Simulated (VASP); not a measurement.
# TiTc (Pm-3m) in VASP: single point with LDA

Aim: the single point of TiTc with LDA.

Everything below comes from runs of VASP 6.6.1. Logs are shortened: lines on timing, memory, paths and dates and some standing lists are left out, and cuts for length are marked.

## Step 1: The cell of the first run

Symmetry: Pm-3m, No. 221, cubic system. Conventional cell: a = 3.110 Å, b = 3.110 Å, c = 3.110 Å, α = 90.00°, β = 90.00°, γ = 90.00°. Within 3.6 Å of Ti (site symmetry m-3m) lie 8 Tc at 2.69 Å and 6 Ti at 3.11 Å. Within 3.6 Å of Tc (site symmetry m-3m) lie 8 Ti at 2.69 Å and 6 Tc at 3.11 Å.

## Step 2: Single point, LDA

Input file INCAR:

```
PREC = Accurate
ENCUT = 520
EDIFF = 1E-6
ISMEAR = 1
SIGMA = 0.1
LREAL = F
LASPH = T
NELM = 80
ALGO = Normal
ISIF = 2
LWAVE = F
LCHARG = F
GGA = CA
NBANDS = 20
```

Input file KPOINTS:

```
regular mesh
0
Gamma
  11 11 11
```

Input file POSCAR:

```
TiTc
1.0
    3.1100000000      0.0000000000      0.0000000000
    0.0000000000      3.1100000000      0.0000000000
    0.0000000000      0.0000000000      3.1100000000
Ti Tc
1 1
Direct
    0.5000000000      0.5000000000      0.5000000000
    0.0000000000      0.0000000000      0.0000000000
```

Potentials or basis: VASP PAW LDA potentials, release 64 (Ti_sv, Tc_pv).

Run with:

```bash
> cat potpaw_LDA.64/Ti_sv/POTCAR potpaw_LDA.64/Tc_pv/POTCAR > POTCAR
> mpirun -np 1 vasp_std > vasp.out
```

OUTCAR:

```text
PREC = Accurate
   ENCUT = 520
   EDIFF = 1E-6
   ISMEAR = 1
   LREAL = F
   LASPH = T
   NELM = 80
   ISIF = 2
   GGA = CA

 ion  position               nearest neighbor table
   1  0.500  0.500  0.500-   2 2.69   2 2.69   2 2.69   2 2.69   2 2.69   2 2.69   2 2.69   2 2.69

   2  0.000  0.000  0.000-   1 2.69   1 2.69   1 2.69   1 2.69   1 2.69   1 2.69   1 2.69   1 2.69

  LATTYP: Found a simple cubic cell.
 ALAT       =     3.1100000000

  Lattice vectors:

 A1 = (   3.1100000000,   0.0000000000,   0.0000000000)
 A2 = (   0.0000000000,   3.1100000000,   0.0000000000)
 A3 = (   0.0000000000,   0.0000000000,   3.1100000000)

Analysis of symmetry for initial positions (statically):
=====================================================================
 Subroutine PRICEL returns:
 Original cell was already a primitive cell.

 Routine SETGRP: Setting up the symmetry group for a
 simple cubic supercell.

 Subroutine GETGRP returns: Found 48 space group operations
 (whereof 48 operations were pure point group operations)
 out of a pool of 48 trial point group operations.

The static configuration has the point symmetry O_h .

Analysis of symmetry for dynamics (positions and initial velocities):
=====================================================================
 Subroutine PRICEL returns:
 Original cell was already a primitive cell.

 Routine SETGRP: Setting up the symmetry group for a
 simple cubic supercell.

 Subroutine GETGRP returns: Found 48 space group operations
 (whereof 48 operations were pure point group operations)
 out of a pool of 48 trial point group operations.

The dynamic configuration has the point symmetry O_h .

 Subroutine INISYM returns: Found 48 space group operations
 (whereof 48 operations are pure point group operations),
 and found     1 'primitive' translations

----------------------------------------------------------------------------------------

                                     Primitive cell

  volume of cell :      30.0802

  direct lattice vectors                    reciprocal lattice vectors
     3.110000000  0.000000000  0.000000000     0.321543408  0.000000000  0.000000000
     0.000000000  3.110000000  0.000000000     0.000000000  0.321543408  0.000000000
     0.000000000  0.000000000  3.110000000     0.000000000  0.000000000  0.321543408

  length of vectors
     3.110000000  3.110000000  3.110000000     0.321543408  0.321543408  0.321543408

  position of ions in fractional coordinates (direct lattice)
     0.500000000  0.500000000  0.500000000
     0.000000000  0.000000000  0.000000000

  ion indices of the primitive-cell ions
   primitive index   ion index
                 1           1
                 2           2

----------------------------------------------------------------------------------------

 KPOINTS: regular mesh

Automatic generation of k-mesh.
 Grid dimensions read from file:
 generate k-points for:   11   11   11

 Generating k-lattice:

  Cartesian coordinates                     Fractional coordinates (reciprocal lattice)
     0.029231219  0.000000000  0.000000000     0.090909091  0.000000000  0.000000000
     0.000000000  0.029231219  0.000000000     0.000000000  0.090909091  0.000000000
     0.000000000  0.000000000  0.029231219     0.000000000  0.000000000  0.090909091

  Length of vectors
     0.029231219  0.029231219  0.029231219

  Shift w.r.t. Gamma in fractional coordinates (k-lattice)
     0.000000000  0.000000000  0.000000000

 Subroutine IBZKPT returns following result:
 ===========================================

 Found     56 irreducible k-points:

 Following reciprocal coordinates:
            Coordinates               Weight
  0.000000  0.000000  0.000000      1.000000
  0.090909  0.000000  0.000000      6.000000
  0.181818  0.000000  0.000000      6.000000
  0.272727  0.000000  0.000000      6.000000
  0.363636  0.000000  0.000000      6.000000
  0.454545  0.000000  0.000000      6.000000
[... 16 lines left out ...]
  0.181818  0.090909  0.090909     24.000000
  0.272727  0.090909  0.090909     24.000000
 [... further k-points ...]
   k-points           NKPTS =     56   k-points in BZ     NKDIM =     56   number of bands    NBANDS=     20
   number of dos      NEDOS =    301   number of ions     NIONS =      2
   total plane-waves  NPLWV =  13824
   dimension x,y,z NGX =    24 NGY =   24 NGZ =   24
   dimension x,y,z NGXF=    48 NGYF=   48 NGZF=   48
   ions per type =               1   1
   NGX,Y,Z   is equivalent  to a cutoff of  12.83, 12.83, 12.83 a.u.
   NGXF,Y,Z  is equivalent  to a cutoff of  25.66, 25.66, 25.66 a.u.
 SYSTEM =  unknown system
   PREC   = accura    normal or accurate (medium, high low for compatibility)
   ISTART =      0    job   : 0-new  1-cont  2-samecut
   ICHARG =      2    charge: 1-file 2-atom 10-const
   ISPIN  =      1    spin polarized calculation?
   LNONCOLLINEAR =      F non collinear calculations
   LSORBIT =      F    spin-orbit coupling
   LASPH  =      T    aspherical Exc in radial PAW
   ENCUT  =  520.0 eV  38.22 Ry    6.18 a.u.   5.78  5.78  5.78*2*pi/ulx,y,z
   NELM   =     80;   NELMIN=  2; NELMDL= -5     # of ELM steps
   EDIFF  = 0.1E-05   stopping-criterion for ELM
   LREAL  =      F    real-space projection
   EDIFFG = 0.1E-04   stopping-criterion for IOM
   NSW    =      0    number of steps for IOM
   IBRION =     -1    ionic relax: 0-MD 1-quasi-New 2-CG
   NFREE  =      0    steps in history (QN), initial steepest desc. (CG)
   ISIF   =      2    stress and relaxation
   ISYM   =      2    0-nonsym 1-usesym 2-fastsym
   POTIM  = 0.5000    time-step for ionic-motion
   TEBEG  =    0.0;   TEEND  =   0.0 temperature during run
   PSTRESS=    0.0 pullay stress
   NELECT =      25.0000    total number of electrons
   NUPDOWN=      -1.0000    fix difference up-down
   EMIN   =  10.00;   EMAX   =-10.00  energy-range for DOS
   EFERMI =   0.00;   METHOD = LEGACY
   ISMEAR =     1;   SIGMA  =   0.10  broadening in eV -4-tet -1-fermi 0-gaus
   EFERMI_NEDOS =   21; number of points for ismear=-14 and -15
   IALGO  =     38    algorithm
   IMIX   =      4    mixing-type and parameters
     AMIX     =   0.40;   BMIX     =  1.00
     AMIX_MAG =   1.60;   BMIX_MAG =  1.00
  volume/ion in A,a.u.               =      15.04       101.50
  Fermi-wavevector in a.u.,A,eV,Ry     =   1.539198  2.908662 32.233970  2.369130
  Thomas-Fermi vector in A             =   2.645460
   LORBIT       =      0    0 simple, 1 ext, 2 COOP (PROOUT), +10 PAW based schemes
   GGA     = CA    functional components
   LHFCALC =     F    Hartree Fock is set to
   AEXX    =    0.0000 exact exchange contribution
   IVDW    =     0    specifies the selected vdW correction
   LEPSILON=     F    determine dielectric tensor
   LRPA    =     F    only Hartree local field effects (RPA)
 non-spin polarized calculation
 Methfessel and Paxton  Order N= 1 SIGMA  =   0.10
  energy-cutoff  :      520.00
  volume of cell :       30.08
 maximum number of plane-waves:       823
 NGX is ok and might be reduce to    24
   NGX = 11   NGY = 11   NGZ = 11

 number of electron      24.9999995 magnetization

 Free energy of the ion-electron system (eV)
  ---------------------------------------------------
  ext. energy  EPLUGINS =         0.00000000
  ---------------------------------------------------
  free energy    TOTEN  =       -21.21222069 eV

  energy without entropy =      -21.21130872  energy(sigma->0) =      -21.21191670

 E-fermi :  10.3126     XC(G=0): -13.1211

 val. band max:       10.3098792342   @ k =   0.4545   0.3636   0.0909
 cond. band min:      10.3289181267   @ k =   0.3636   0.3636   0.0909
 fundamental gap:      0.0190388925
 Fermi energy:        10.3126036759

 k-point     1 :       0.0000    0.0000    0.0000
  band No.  band energies     occupation
      1     -45.3141      2.00000
      2     -27.6233      2.00000
      3     -27.6233      2.00000
      4     -27.6233      2.00000
      5     -21.8322      2.00000
      6     -21.8322      2.00000
[... 12 lines left out ...]
     19      20.0799      0.00000
     20      20.0799      0.00000

 k-point     2 :       0.0909    0.0000    0.0000
  band No.  band energies     occupation
      1     -45.3128      2.00000
      2     -27.6373      2.00000
      3     -27.6206      2.00000
      4     -27.6206      2.00000
      5     -21.8519      2.00000
      6     -21.8335      2.00000
[... 12 lines left out ...]
     19      19.5114      0.00000
     20      20.6055      0.00000

 k-point     3 :       0.1818    0.0000    0.0000
  band No.  band energies     occupation
      1     -45.3093      2.00000
      2     -27.6748      2.00000
      3     -27.6132      2.00000
      4     -27.6132      2.00000
      5     -21.9043      2.00000
      6     -21.8370      2.00000
[... 12 lines left out ...]
     19      18.1924      0.00000
     20      21.9001      0.00000

 k-point     4 :       0.2727    0.0000    0.0000
  band No.  band energies     occupation
      1     -45.3047      2.00000
      2     -27.7234      2.00000
      3     -27.6036      2.00000
      4     -27.6036      2.00000
      5     -21.9724      2.00000
      6     -21.8416      2.00000
[... 12 lines left out ...]
     19      16.6901      0.00000
     20      23.5786      0.00000

 k-point     5 :       0.3636    0.0000    0.0000
  band No.  band energies     occupation
      1     -45.3005      2.00000
      2     -27.7677      2.00000
      3     -27.5947      2.00000
      4     -27.5947      2.00000
      5     -22.0343      2.00000
      6     -21.8459      2.00000
[... 12 lines left out ...]
     19      15.3883      0.00000
     20      25.4015      0.00000
[... 353 lines left out ...]
      6     -21.9808      2.00000
[... 12 lines left out ...]
     19      15.0084      0.00000
     20      20.7096      0.00000

 k-point    22 :       0.0909    0.0909    0.0909
  band No.  band energies     occupation
      1     -45.3101      2.00000
      2     -27.6363      2.00000
      3     -27.6363      2.00000
      4     -27.6254      2.00000
      5     -21.8660      2.00000
      6     -21.8464      2.00000
[... 12 lines left out ...]
     19      20.2947      0.00000
     20      20.2947      0.00000

 k-point    23 :       0.1818    0.0909    0.0909
  band No.  band energies     occupation
      1     -45.3064      2.00000
      2     -27.6735      2.00000
      3     -27.6286      2.00000
      4     -27.6229      2.00000
      5     -21.9067      2.00000
      6     -21.8530      2.00000
[... 12 lines left out ...]
     19      18.9622      0.00000
     20      21.5257      0.00000

 k-point    24 :       0.2727    0.0909    0.0909
  band No.  band energies     occupation
      1     -45.3016      2.00000
      2     -27.7239      2.00000
      3     -27.6185      2.00000
      4     -27.6175      2.00000
      5     -21.9677      2.00000
      6     -21.8555      2.00000
[... 12 lines left out ...]
     19      17.3525      0.00000
     20      22.7636      0.00000

 [... further k-points ...]
[... 5 lines left out ...]
  --------------------------------------------------------------------------------------
  -------------------------------------------------------------------------------------
  Total       -2.5050624     -2.5050624     -2.5050624     -0.0000000     -0.0000000      0.0000000
  in kB     -133.4283008   -133.4283008   -133.4283008     -0.0000000     -0.0000000      0.0000000
  external PRESSURE =    -133.4283008 kB  Pullay stress =       0.0000000 kB

 VOLUME and BASIS-vectors are now :
 -----------------------------------------------------------------------------
  energy-cutoff  :      520.00
  volume of cell :       30.08
      direct lattice vectors                 reciprocal lattice vectors
     3.110000000  0.000000000  0.000000000     0.321543408  0.000000000  0.000000000
     0.000000000  3.110000000  0.000000000     0.000000000  0.321543408  0.000000000
     0.000000000  0.000000000  3.110000000     0.000000000  0.000000000  0.321543408

 POSITION                                       TOTAL-FORCE (eV/Angst)
 -----------------------------------------------------------------------------------
      1.55500      1.55500      1.55500         0.000000      0.000000      0.000000
      0.00000      0.00000      0.00000         0.000000      0.000000      0.000000
 -----------------------------------------------------------------------------------
    total drift:                                0.000000      0.000000     -0.000000

  FREE ENERGIE OF THE ION-ELECTRON SYSTEM (eV)
  ---------------------------------------------------
  free  energy   TOTEN  =       -21.2122206946 eV

  energy  without entropy=      -21.2113087167  energy(sigma->0) =      -21.21191670
```

Run time: 14 s. Hardware: 1 thread of Intel Xeon Platinum 8124M at 3.00GHz (Skylake/Cascade Lake), shared host; peak memory 0.15 GiB.

What came out:

* Free energy: -21.2122 eV
* Pressure: -13.3 GPa

Levels at points of the mesh, in eV from the Fermi level:
| k point | band 11 | band 12 | band 13 | band 14 | band 15 | band 16 |
| --- | --- | --- | --- | --- | --- | --- |
| (0.00, 0.00, 0.00) | -0.26 | -0.26 | -0.26 | 2.49 | 2.49 | 4.20 |
